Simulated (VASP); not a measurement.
# Cl: single point with PBE

System: Cl.

```
Cl
1.0
     8.43433    0.00000    0.00000
     0.00000    8.43433    0.00000
     0.00000    0.00000    8.43433
Cl
20
Cartesian
  5.7902 3.0324 7.4629
  5.9755 3.6133 5.5758
  3.9405 6.6882 6.0634
  4.5025 5.9007 7.8991
  2.0800 0.1445 -0.0401
  0.1053 0.1710 0.3114
  2.4846 3.6068 3.1264
  2.4878 3.4481 1.0152
  7.7342 8.4803 5.9838
  7.3015 8.6537 3.9436
  5.1838 5.0973 2.1791
  5.5490 3.0430 2.2677
  1.6421 3.5618 6.7038
  0.7861 5.5128 6.6556
  5.2799 -0.1123 1.9991
  5.2747 0.3886 -0.0331
  2.0482 0.8469 3.7116
  2.3028 -1.2849 3.6462
  -0.0702 4.8735 3.8014
  0.1081 5.3252 1.8754
```

```yaml
Program: VASP 6.6.1
Task: single point
Functional: PBE
Potentials_or_basis: VASP PAW PBE potentials, release 64 (Cl)
Cutoff: 520 eV
k_mesh: 1 × 1 × 1
Occupations: fermi-dirac, width 0.05 eV
Spin: no spin polarisation
```

```yaml
Pressure: 0.2 GPa
Largest_force: 1.607 eV/Å
```

Forces in eV/Å, atoms in the order of the input:
```
Cl   0.095 -0.163  0.184
Cl   0.011  0.089 -0.478
Cl   0.275 -0.314  0.566
Cl  -0.271  0.129 -0.733
Cl   0.271  0.049 -0.008
Cl  -0.374  0.068 -0.076
Cl   0.146 -0.419 -0.880
Cl  -0.159 -0.097  1.055
Cl  -0.105  0.092 -0.748
Cl  -0.054 -0.279  0.928
Cl   0.414 -0.457 -0.024
Cl   0.107  0.695 -0.008
Cl  -0.366  1.377 -0.124
Cl   0.350 -1.539  0.304
Cl   0.095  0.077 -0.489
Cl   0.027 -0.105  0.876
Cl   0.656 -0.968 -0.264
Cl  -0.044  1.175  0.041
Cl  -0.822  0.395  0.199
Cl  -0.252  0.194 -0.320
```

Stress tensor (GPa, compression positive):
```
 2.04  0.41 -0.35
 0.41 -0.93  0.11
-0.35  0.11 -0.65
```

Levels at points of the mesh, in eV from the Fermi level:
```tsv
k point	band 67	band 68	band 69	band 70	band 71	band 72	band 73	band 74
(0.00, 0.00, 0.00)	-0.86	-0.69	-0.64	-0.53	0.53	0.87	1.27	1.35
```

Run time: 98 s on 1 thread of Intel(R) Xeon(R) Platinum 8375C CPU @ 2.90GHz (Ice Lake), on a shared host, peak memory 0.52 GiB.

Caveat: the k points lie up to 0.74 Å⁻¹ apart.
